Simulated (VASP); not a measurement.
Set up this calculation in VASP 6.6.1, as the native input.

| Item | Value |
| --- | --- |
| Task | single point |
| Functional | PBE |
| Potentials or basis | VASP PAW PBE potentials, release 64 (B, N) |
| Cutoff | 520 eV |
| k mesh | 12 × 12 × 12 |
| Occupations | fermi-dirac, width 0.02 eV |
| Spin | no spin polarisation |
| Dipole correction | no |
| Further INCAR settings | ALGO = Normal; EDIFF = 1e-07; NBANDS = 11 |

The structure of BN lies in POSCAR:

```
BN
1.0
    0.0000000000      3.3465304924      2.1985375917
    1.2713490116      0.0000000000      2.1985375917
    1.2713490116      3.3465304924      0.0000000000
B N
1 1
Direct
    0.0001138439      0.0001138439      0.9998861561
    0.6665861461      0.6665861461      0.3334138539
```

This cell differs from its parent crystal: strain +1.6%.

One way to write it, as run:

INCAR

```
SYSTEM = BN
ALGO = Normal
EDIFF = 1E-7
ENCUT = 520
GGA = PE
ISIF = 2
ISMEAR = -1
LASPH = .True.
LCHARG = .False.
LREAL = .False.
LWAVE = .False.
NBANDS = 11
NELM = 60
PREC = Accurate
SIGMA = 0.02
```

KPOINTS

```
k-points
0
Gamma
  12 12 12
  0 0 0
```

Potentials or basis: VASP PAW PBE potentials, release 64 (B, N).

Command:

```bash
$ cat potpaw_PBE.64/B/POTCAR potpaw_PBE.64/N/POTCAR > POTCAR
$ mpirun -np 1 vasp_std > vasp.out
```

Results of the run:

The pressure is -6.6 GPa. The band gap on the k mesh is 3.58 eV (least direct gap 4.43 eV).

Caveat: the cell differs from its parent crystal (strain +1.6%); the stress differs along the axes, from -11 to 3 GPa.

It took 85 s on 1 thread of Intel(R) Xeon(R) Platinum 8259CL CPU @ 2.50GHz (Skylake/Cascade Lake), with other jobs on the host, peak memory 0.18 GiB.
